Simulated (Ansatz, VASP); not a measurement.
# One calculation of GaAs, two programs

```
CELL_PARAMETERS angstrom
0.00000 2.69579 2.69579
2.69579 0.00000 2.69579
2.69579 2.69579 0.00000
ATOMIC_POSITIONS crystal
Ga 0.00000 0.00000 0.00000
As 0.50000 0.50000 0.50000
```

Alike in both runs: functional PBE; k mesh 14 × 14 × 14; occupations fermi-dirac, width 0.05 eV; no spin polarisation.

Ansatz relaxed the structure, and its values are those at the end. VASP's run is a single point on that final structure, the one shown.

|  | VASP | Ansatz |
| --- | --- | --- |
| version | VASP 6.6.1 | Ansatz 0.2.0 |
| potentials or method | VASP PAW PBE potentials, release 64 (Ga_d, As) | PAW with Ansatz's default frozen-core files, scalar-relativistic |
| plane-wave cutoff (eV) | 520 | 420 |
| valence electrons in the cell | 18 | 28 |

VASP gave:

* pressure (GPa): 0.2

Which values does Ansatz return?

Pressure (GPa): 0.0.

VASP's potentials hold 18 valence electrons a cell and Ansatz's 28, so a difference there can come from the potentials and not from the codes.
